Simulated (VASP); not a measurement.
Set up this calculation in VASP 6.6.1, as the native input.

```
Task                   : single point
Functional             : PBEsol
Potentials or basis    : VASP PAW PBE potentials, release 64 (B, N)
Cutoff                 : 600 eV
k mesh                 : 8 × 8 × 8
Occupations            : methfessel-paxton, width 0.01 eV
Spin                   : no spin polarisation
Dipole correction      : no
Further INCAR settings : ALGO = Normal; EDIFF = 1e-06; NBANDS = 11
```

The structure of BN (Qingsongite) lies in POSCAR:

```
BN
1.0
    0.0000000000      1.8029086034      1.8029086034
    1.8029086034      0.0000000000      1.8029086034
    1.8029086034      1.8029086034      0.0000000000
B N
1 1
Direct
    0.0000000000      0.0000000000      0.0000000000
    0.2500000000      0.2500000000      0.2500000000
```

One way to write it, as run:

INCAR

```
  PREC = Accurate
  ENCUT = 600
  EDIFF = 1E-6
  ISMEAR = 1
  SIGMA = 0.01
  LREAL = F
  LASPH = T
  NELM = 120
  ALGO = Normal
  ISIF = 2
  LWAVE = F
  LCHARG = F
  GGA = PS
  NBANDS = 11
  GGA_COMPAT = F
```

KPOINTS

```
regular mesh
0
Gamma
  8 8 8
```

Potentials or basis: VASP PAW PBE potentials, release 64 (B, N).

Command:

```console
$ cat potpaw_PBE.64/B/POTCAR potpaw_PBE.64/N/POTCAR > POTCAR
$ mpirun -np 1 vasp_std > vasp.out
```

Results of the run:

- Pressure: 0.3 GPa
- Band gap on the k mesh: 4.28 eV, indirect (least direct gap 8.80 eV)

Caveat: the PAW data sets were made with another functional, which shifts forces and pressure a little.

Run time: 5.9 s on 1 thread of Intel Xeon 8259CL (shared host), peak memory 0.12 GiB.
